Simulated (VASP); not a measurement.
Runs of VASP 6.6.1 on Ga2SnO3. The structure is that of space group R-3m (No. 166), or close to it. The cells are those of the table. 

```tsv
task	cell	k mesh	cutoff (eV)	gap on the mesh (eV)	pressure (GPa)	largest force (eV/Å)
single point	a = 5.182 Å, angles 60.9°, 6 atoms	6 × 6 × 6	520	none	-7.5	0.38
single point	a = 4.443 Å, angles 83.9°, 6 atoms	12 × 12 × 12	520	none	(a)	0.04
relaxation of cell and atoms	relaxed from a = 5.182 Å, angles 60.9°, 6 atoms	6 × 6 × 6	600	none	0.0	0.03
single point	a = 4.445 Å, angles 84.0°, 6 atoms	6 × 6 × 6	520	none	0.4	0.04
```

Alike in all rows: level PBE; potentials or basis VASP PAW PBE potentials, release 64 (Ga_d, Sn_d, O); no spin polarisation; smearing gaussian 0.1 eV.

Question: Estimate the missing entries.

Answer: (a) 0.3.

Caveats: spin-orbit coupling is left out, which moves the levels of the heavy elements.

A k mesh can miss the band edges, and the runs leave out spin-orbit coupling on Ga, Sn.

A gap of «none» marks levels without a gap at the run's occupations.
